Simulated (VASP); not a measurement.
A run of VASP 6.6.1 is set up as follows.

Contents of INCAR:

```
  PREC = Accurate
  ENCUT = 520
  EDIFF = 1E-7
  ISMEAR = -1
  SIGMA = 0.05
  LREAL = False
  LASPH = True
  NELM = 60
  ALGO = Normal
  ISIF = 2
  LWAVE = False
  LCHARG = False
  GGA = PS
  IVDW = 13
  NBANDS = 21
```

Contents of KPOINTS:

```
regular mesh
0
Gamma
  8 8 8
```

POSCAR

```
Ge
1.0
    0.0000000000      2.8476450493      2.8476450493
    2.8476450493      0.0000000000      2.8476450493
    2.8476450493      2.8476450493      0.0000000000
Ge
2
Direct
    0.7500000000      0.7500000000      0.7500000000
    0.5000000000      0.5000000000      0.5000000000
```

Potentials or basis: VASP PAW PBE potentials, release 64 (Ge_d).

Run with:

```bash
$ cat potpaw_PBE.64/Ge_d/POTCAR > POTCAR
$ mpirun -np 1 vasp_std > vasp.out
```

(1) What does it give for the pressure?

(2) Predict the band gap on the k mesh.

## Answers

(1) -1.9 GPa.

(2) zero (filled and empty bands touch).

Caveat: the PAW data sets were made with another functional, which shifts forces and pressure a little; pairwise dispersion overbinds metals, which lowers pressure and volume.

**Measured values to compare with.**

From “Electronic and optical properties of SixGe1-x-ySny alloys lattice-matched to Ge”, 2021, arxiv:2109.02782, for a bulk crystal of Ge at 293 K: band gap 0.666 eV (indirect).

Measured gap of Ge: 0.666 eV (indirect; 293 K; “Electronic and optical properties of SixGe1-x-ySny alloys lattice-matched to Ge”, 2021, arxiv:2109.02782). This calculation gives 0.00 eV (-0.67 eV). 3 values of this kind are on record (0.666 to 0.807 eV); this one was drawn at random among those near their median. Spin-orbit coupling on Ge is left out. The value is that of PBEsol+D4 on a finite k mesh, which can miss the band edges, without temperature or zero-point motion. Semilocal functionals fall short of measured gaps as a rule.
